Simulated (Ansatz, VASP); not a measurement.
## NaCl: VASP beside Ansatz

Contents of POSCAR:

```
NaCl
1.0
    3.4595458397      0.0000000000      0.0000000000
    0.0000000000      3.4595458397      0.0000000000
    0.0000000000      0.0000000000      3.4595458397
Na Cl
1 1
Direct
    0.0000000000      0.0000000000      0.0000000000
    0.5000000000      0.5000000000      0.5000000000
```

Contents of INCAR.step1:

```
PREC     = Accurate       # precision mode
ENCUT    = 520            # plane-wave cutoff, eV
ISMEAR   = 0              # smearing method
SIGMA    = 0.001          # smearing width, eV
LREAL    = F              # projectors in reciprocal space
LASPH    = T              # aspherical terms in the spheres
NELM     = 80             # most SCF steps
NBANDS   = 14             # bands
GGA      = PE             # functional
ALGO     = Normal         # electronic algorithm
EDIFF    = 1E-4           # SCF threshold, eV
LWAVE    = T              # write WAVECAR
LCHARG   = F              # write CHGCAR
```

File INCAR.step2:

```
PREC     = Accurate       # precision mode
ENCUT    = 520            # plane-wave cutoff, eV
EDIFF    = 1E-6           # SCF threshold, eV
ISMEAR   = 0              # smearing method
SIGMA    = 0.001          # smearing width, eV
LREAL    = F              # projectors in reciprocal space
LASPH    = T              # aspherical terms in the spheres
NELM     = 80             # most SCF steps
ALGO     = Normal         # electronic algorithm
ISIF     = 2              # what is computed and relaxed
LWAVE    = F              # write WAVECAR
LCHARG   = F              # write CHGCAR
METAGGA  = R2SCAN         # meta-GGA
LMIXTAU  = T            
NBANDS   = 14             # bands
ISTART   = 1
```

File KPOINTS:

```
Automatic mesh
0
Gamma
  6 6 6
```

Input for Ansatz:

```yaml
crystal:
  lattice:
    - [3.4595458397, 0.0, 0.0]
    - [0.0, 3.4595458397, 0.0]
    - [0.0, 0.0, 3.4595458397]
  atoms:
    - { symbol: Na, position: [0.0, 0.0, 0.0] }
    - { symbol: Cl, position: [0.5, 0.5, 0.5] }
kpoints:
  mp_grid: { grid: [6, 6, 6] }
hamiltonian:
  xc: r2scan
scf:
  occupations: { method: gaussian, width: 0.001 }
  n_extra_bands: 4
output:
  forces: true
  stress: true
  eigenvalues: true
```

Alike in both runs: task single point; functional r2SCAN; k mesh 6 × 6 × 6; occupations gaussian, width 0.001 eV; no spin polarisation.

```csv
,VASP,Ansatz
version,VASP 6.6.1,Ansatz 0.2.0
potentials or method,"VASP PAW PBE potentials, release 64 (Na_pv, Cl)",plane waves
plane-wave cutoff (eV),520,500
valence electrons in the cell,14,16
```

VASP gave:

| Property | Result |
| --- | --- |
| gap on the k mesh at the Fermi level (eV) | 4.95 |
| pressure (GPa) | -0.3 |

Question: Which values does Ansatz return?

Answer: gap on the k mesh at the Fermi level (eV): 4.92; pressure (GPa): 0.0.

VASP's potentials were made for PBE, not for r2SCAN. VASP's potentials hold 14 valence electrons a cell and Ansatz's 16, so a difference there can come from the potentials and not from the codes.
